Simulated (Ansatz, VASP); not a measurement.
## SiC: VASP beside Ansatz

```
Si C
1.0
     0.00000    2.24437    2.05392
     2.24437    0.00000    2.05392
     2.24437    2.24437    0.00000
Si C
1 1
Direct
  0.00000 0.00000 0.00000
  0.25000 0.25000 0.25000
```

Alike in both runs: task single point; functional PBE; k mesh 8 × 8 × 8; occupations fermi-dirac, width 0.02 eV; no spin polarisation.

|  | VASP | Ansatz |
| --- | --- | --- |
| version | VASP 6.6.1 | Ansatz 0.2.0 |
| potentials or method | VASP PAW PBE potentials, release 64 (Si, C), cutoff 520 eV | plane waves, PAW |
| valence electrons in the cell | 8 | 8 |

```tsv
	VASP	Ansatz	Ansatz less VASP
pressure (GPa)	2.6	2.6	+0.05
traceless stress, the component that is largest in VASP (GPa)	12.56	12.52	-0.036
```
